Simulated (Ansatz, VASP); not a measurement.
# Two plane-wave programs on Lu2Ir2O7

```
Lu Ir O
1.0
     0.00000    5.07349    5.07349
     5.07349    0.00000    5.07349
     5.07349    5.07349    0.00000
Lu Ir O
4 4 14
Direct
  0.12500 0.62500 0.62500
  0.62500 0.12500 0.62500
  0.62500 0.62500 0.12500
  0.62500 0.62500 0.62500
  0.62500 0.12500 0.12500
  0.12500 0.62500 0.12500
  0.12500 0.12500 0.62500
  0.12500 0.12500 0.12500
  0.21410 0.21410 0.78590
  0.78590 0.78590 0.21410
  0.21410 0.78590 0.21410
  0.78590 0.21410 0.78590
  0.78590 0.21410 0.21410
  0.21410 0.78590 0.78590
  0.03590 0.03590 0.46410
  0.46410 0.46410 0.03590
  0.03590 0.46410 0.03590
  0.46410 0.03590 0.46410
  0.46410 0.03590 0.03590
  0.03590 0.46410 0.46410
  0.75000 0.75000 0.75000
  0.50000 0.50000 0.50000
```

Alike in both runs: functional PBE; k mesh 4 × 4 × 4; occupations gaussian, width 0.05 eV; collinear spin.

Ansatz relaxed the structure, and its values are those at the end. VASP's run is a single point on that final structure, the one shown.

```csv
,VASP,Ansatz
version,VASP 6.6.1,Ansatz 0.2.0
potentials or method,"VASP PAW PBE potentials, release 64 (Lu, Ir, O), cutoff 520 eV","scalar-relativistic, plane waves, PAW"
valence electrons in the cell,220,252
```

VASP gave:

```
gap on the k mesh at the Fermi level (eV)                     : none
pressure (GPa)                                                : 1.7
rms of the force components (eV/Å)                            : 0.032
net moment per atom (μB)                                      : 0.09
size of the moment on the site where the two differ most (μB) : 0.34
```

Task: What did Ansatz give for the same quantities?

Result: gap on the k mesh at the Fermi level (eV): none; pressure (GPa): 0.0; rms of the force components (eV/Å): 0.000; net moment per atom (μB): 0.09; size of the moment on the site where the two differ most (μB): 0.25.

Site moments also hang on the region over which each program counts them. A gap of «none» marks a metal or a gap that the smearing closes. VASP's potentials hold 220 valence electrons a cell and Ansatz's 252, so a difference there can come from the potentials and not from the codes.

Neither program's run includes spin-orbit coupling.
